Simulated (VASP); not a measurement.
**SnSe: single point with PBE-based global hybrid with 40 % exact exchange**

SnSe:

```
Sn Se
1.0
     0.00000    3.01000    3.01000
     3.01000    0.00000    3.01000
     3.01000    3.01000    0.00000
Sn Se
1 1
Direct
  0.00000 0.00000 0.00000
  0.50000 0.50000 0.50000
```

```yaml
Program: VASP 6.6.1
Task: single point
Functional: PBE-based global hybrid with 40 % exact exchange
Potentials_or_basis: VASP PAW PBE potentials, release 64 (Sn_d, Se)
Cutoff: 520 eV
k_mesh: 4 × 4 × 4
Occupations: fermi-dirac, width 0.05 eV
Spin: no spin polarisation
```

| Quantity | Value |
| --- | --- |
| Pressure | -2.9 GPa |
| Band gap on the k mesh | 1.31 eV |

Levels at points of the mesh, in eV from the valence-band top:
| k point | band 8 | band 9 | band 10 | band 11 | band 12 | band 13 |
| --- | --- | --- | --- | --- | --- | --- |
| (0.00, 0.00, 0.00) | -3.39 | -3.39 | -3.39 | 6.15 | 6.15 | 6.15 |
| (0.50, 0.00, 0.00) | -3.13 | -3.13 | 0.00 | 1.31 | 2.47 | 2.47 |
| (0.50, 0.50, 0.00) | -7.28 | -5.08 | -5.08 | 4.23 | 7.32 | 7.32 |

It took 8.3 min on 1 thread of Intel(R) Xeon(R) Platinum 8259CL CPU @ 2.50GHz (Skylake/Cascade Lake), with other jobs on the host, peak memory 0.19 GiB.

Caveat: the k points lie up to 0.45 Å⁻¹ apart; the PAW data sets were made with another functional, which shifts forces and pressure a little; spin-orbit coupling is left out, which moves the levels of the heavy elements. A k mesh can miss the band edges.
